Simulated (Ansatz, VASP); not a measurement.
**Mg: VASP beside Ansatz**

The input POSCAR:

```
Mg
1.0
    3.1507338979      0.0000000000      0.0000000000
   -1.5753669490      2.7286155962      0.0000000000
    0.0000000000      0.0000000000      5.1066991294
Mg
2
Direct
    0.3333333333      0.6666666667      0.2500000000
    0.6666666667      0.3333333333      0.7500000000
```

The input INCAR.step1:

```
SYSTEM = Mg
  ALGO = Normal
  EDIFF = 1E-4
  ENCUT = 520
  GGA = PE
  ISMEAR = -1
  LASPH = .TRUE.
  LCHARG = .FALSE.
  LREAL = .FALSE.
  LWAVE = .TRUE.
  NBANDS = 9
  NELM = 80
  PREC = Accurate
  SIGMA = 0.08
```

The input INCAR.step2:

```
SYSTEM = Mg
  ALGO = Normal
  EDIFF = 1E-8
  ENCUT = 520
  ISIF = 2
  ISMEAR = -1
  ISTART = 1
  LASPH = .TRUE.
  LCHARG = .FALSE.
  LEFG = .TRUE.
  LMIXTAU = .TRUE.
  LREAL = .FALSE.
  LWAVE = .FALSE.
  METAGGA = R2SCAN
  NBANDS = 9
  NELM = 80
  PREC = Accurate
  SIGMA = 0.08
```

KPOINTS

```
k-points
0
G
  15 15 8
  0 0 0
```

Input for Ansatz:

```yaml
crystal:
  lattice:
    - [3.1507338979, 0.0, 0.0]
    - [-1.575366949, 2.7286155962, 0.0]
    - [0.0, 0.0, 5.1066991294]
  atoms:
    - { symbol: Mg, position: [0.3333333333, 0.6666666667, 0.25] }
    - { symbol: Mg, position: [0.6666666667, 0.3333333333, 0.75] }
kpoints:
  mp_grid: { grid: [15, 15, 8] }
scf:
  occupations: { method: fermi_dirac, width: 0.08 }
hamiltonian:
  xc: r2scan
  pseudopotentials: { kind: paw }
output:
  forces: true
  stress: true
  eigenvalues: true
  efg: { contact_densities: true }
```

Change from the starting cell: volume scaled by 0.98, PAW files.

Alike in both runs: task electric field gradients; functional r2SCAN; k mesh 15 × 15 × 8; occupations fermi-dirac, width 0.08 eV; no spin polarisation.

|  | VASP | Ansatz |
| --- | --- | --- |
| version | VASP 6.6.1 | Ansatz 0.2.0 |
| potentials or method | VASP PAW PBE potentials, release 64 (Mg) | PAW with Ansatz's default frozen-core files, scalar-relativistic |
| plane-wave cutoff (eV) | 520 | 500 |
| valence electrons in the cell | 4 | 20 |

|  | VASP | Ansatz | Ansatz less VASP |
| --- | --- | --- | --- |
| pressure (GPa) | 0.9 | 1.2 | +0.28 |
| traceless stress, the component that is largest in VASP (GPa) | -0.53 | -0.53 | +0.001 |
| size of Vzz on the site where it differs most (V/Å²) | 0.8 | 0.9 | +0.09 |

VASP's potentials were made for PBE, not for r2SCAN. VASP's potentials hold 4 valence electrons a cell and Ansatz's 20, so a difference there can come from the potentials and not from the codes.
